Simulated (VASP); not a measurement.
The system is B.

```xyz
1
Lattice="1.9200 0.0000 0.0000 0.0000 1.9200 0.0000 0.0000 0.0000 1.9200" Properties=species:S:1:pos:R:3 pbc="T T T"
B     0.0000    0.0000    0.0000
```

- Program: VASP 6.6.1
- Task: relaxation of cell and atoms
- Functional: PBE
- Potentials or basis: VASP PAW PBE potentials, release 64 (B)
- Cutoff: 600 eV
- k mesh: 16 × 16 × 16
- Occupations: fermi-dirac, width 0.1 eV
- Spin: no spin polarisation

At the start: pressure -12.1 GPa; volume 7.08 Å³/atom.

**Question.** How do energy, volume and symmetry change on relaxing?

**Answer.** Over 3 steps the energy falls by 15.5 meV/atom and the volume is 6.69 Å³/atom (-5.5 %); space group Pm-3m (No. 221, to 0.05 Å).

The path:
```tsv
step	energy change (eV)	largest force (eV/Å)	pressure (GPa)	volume (Å³)
1	0.0000	0.0000	-12.07	7.08
2	-0.0132	0.0000	5.23	6.55
3	-0.0155	0.0000	0.02	6.69
```

Final structure:
```
CELL_PARAMETERS angstrom
1.88391 0.00000 0.00000
0.00000 1.88391 0.00000
0.00000 0.00000 1.88391
ATOMIC_POSITIONS crystal
B 0.00000 0.00000 0.00000
```
